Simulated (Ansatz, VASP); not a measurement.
ZnS in VASP and in Ansatz

```
CELL_PARAMETERS angstrom
-2.70465 -2.70465 0.00000
2.70465 -2.70465 0.00000
0.00000 0.00000 10.81860
ATOMIC_POSITIONS crystal
Zn 0.00000 0.00000 0.00000
Zn 0.50000 0.50000 0.25000
Zn 0.00000 0.00000 0.50000
Zn 0.50000 0.50000 0.75000
S 0.50000 0.00000 0.37500
S 0.00000 0.50000 0.62500
S 0.50000 0.00000 0.87500
S 0.00000 0.50000 0.12500
```

Alike in both runs: task single point; functional r2SCAN; k mesh 6 × 6 × 2; occupations gaussian, width 0.05 eV; no spin polarisation.

|  | VASP | Ansatz |
| --- | --- | --- |
| version | VASP 6.6.1 | Ansatz 0.2.0 |
| potentials or method | VASP PAW PBE potentials, release 64 (Zn, S), cutoff 520 eV | scalar-relativistic, plane waves, PAW |
| valence electrons in the cell | 72 | 72 |

```csv
,VASP,Ansatz,Ansatz less VASP
gap on the k mesh at the Fermi level (eV),2.66,2.65,-0.010
least direct gap on the mesh (eV),2.66,2.65,-0.010
pressure (GPa),-0.8,-0.9,-0.08
```

VASP's potentials were made for PBE, not for r2SCAN. With one functional, cell and mesh, what is left measures potentials, basis and numerics.
